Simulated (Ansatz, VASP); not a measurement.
## One calculation of CsRe, two programs

Contents of INCAR:

```
SYSTEM = CsRe
ALGO = Normal
EDIFF = 1E-7
ENCUT = 520
GGA = PE
ISIF = 2
ISMEAR = -1
LASPH = .TRUE.
LCHARG = .FALSE.
LREAL = .FALSE.
LWAVE = .FALSE.
NBANDS = 15
NELM = 60
PREC = Accurate
SIGMA = 0.05
```

File KPOINTS:

```
k-points
0
G
  8 8 5
  0 0 0
```

The input POSCAR:

```
CsRe
1.0
    3.7379036687      0.0000000000      0.0000000000
   -1.8689518293      3.2371195324      0.0000000000
    0.0000000000      0.0000000000      5.7055491488
Cs Re
1 1
Direct
    0.0000000000      0.0000000000      0.5000000000
    0.0000000000      0.0000000000      0.0000000000
```

input.yaml

```yaml
crystal:
  lattice:
    - [3.7379036687, 0.0, 0.0]
    - [-1.8689518293, 3.2371195324, 0.0]
    - [0.0, 0.0, 5.7055491488]
  atoms:
    - { symbol: Cs, position: [0.0, 0.0, 0.5] }
    - { symbol: Re, position: [0.0, 0.0, 0.0] }
kpoints:
  mp_grid: { grid: [8, 8, 5] }
scf:
  occupations: { method: fermi_dirac, width: 0.05 }
hamiltonian:
  xc: pbe
  pseudopotentials: { kind: all_electron, lapw: { basis_error: 0.0005 } }
output:
  forces: true
  stress: true
  eigenvalues: true
```

Change from the starting cell: volume scaled by 1.04.

Alike in both runs: task single point; functional PBE; k mesh 8 × 8 × 5; occupations fermi-dirac, width 0.05 eV; no spin polarisation.

|  | VASP | Ansatz |
| --- | --- | --- |
| version | VASP 6.6.1 | Ansatz 0.2.0 |
| potentials or method | VASP PAW PBE potentials, release 64 (Cs_sv, Re), cutoff 520 eV | all-electron LAPW, scalar-relativistic |

```csv
,VASP,Ansatz,Ansatz less VASP
gap on the k mesh at the Fermi level (eV),none,none,-
pressure (GPa),-7.4,-7.8,-0.46
"traceless stress, the component that is largest in VASP (GPa)",9.61,9.16,-0.446
```

A gap of «none» marks a metal or a gap that the smearing closes. Ansatz ran all-electron here, and VASP with PAW potentials.

Spin-orbit coupling is off throughout.
